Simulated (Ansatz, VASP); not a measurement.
One calculation of KBr, two programs

File INCAR:

```
  PREC = Accurate
  ENCUT = 520
  EDIFF = 1E-7
  ISMEAR = 0
  SIGMA = 0.05
  LREAL = F
  LASPH = T
  NELM = 80
  ALGO = Normal
  ISIF = 2
  LWAVE = F
  LCHARG = F
  GGA = PE
  NBANDS = 15
```

KPOINTS

```
regular mesh
0
Gamma
  6 6 6
```

Contents of POSCAR:

```
KBr
1.0
    0.0000000000      3.1608000000      3.4242000000
    3.1608000000      0.0000000000      3.4242000000
    3.1608000000      3.1608000000      0.0000000000
K Br
1 1
Direct
    0.0000000000      0.0000000000      0.0000000000
    0.5000000000      0.5000000000      0.5000000000
```

Input for Ansatz:

```yaml
crystal:
  lattice:
    - [0.0, 3.1608, 3.4242]
    - [3.1608, 0.0, 3.4242]
    - [3.1608, 3.1608, 0.0]
  atoms:
    - { symbol: K, position: [0.0, 0.0, 0.0] }
    - { symbol: Br, position: [0.5, 0.5, 0.5] }
basis:
  ecutwfc: 420
kpoints:
  mp_grid: { grid: [6, 6, 6] }
hamiltonian:
  xc: pbe
scf:
  occupations: { method: gaussian, width: 0.05 }
output:
  forces: true
  stress: true
  eigenvalues: true
```

Change from the starting cell: strain -0.040 along x and y, +0.040 along z, atoms carried along.

Alike in both runs: task single point; functional PBE; k mesh 6 × 6 × 6; occupations gaussian, width 0.05 eV; no spin polarisation.

|  | VASP | Ansatz |
| --- | --- | --- |
| version | VASP 6.6.1 | Ansatz 0.2.0 |
| potentials or method | VASP PAW PBE potentials, release 64 (K_sv, Br), cutoff 520 eV | scalar-relativistic, plane waves, PAW |
| valence electrons in the cell | 16 | 16 |

Ansatz gave:

- gap on the k mesh at the Fermi level (eV): 4.53
- least direct gap on the mesh (eV): 4.53
- pressure (GPa): 2.0
- traceless stress, the component that is largest in VASP (GPa): -1.98

Q: What did VASP give for the same quantities?

A: gap on the k mesh at the Fermi level (eV): 4.53; least direct gap on the mesh (eV): 4.53; pressure (GPa): 2.0; traceless stress, the component that is largest in VASP (GPa): -2.02.
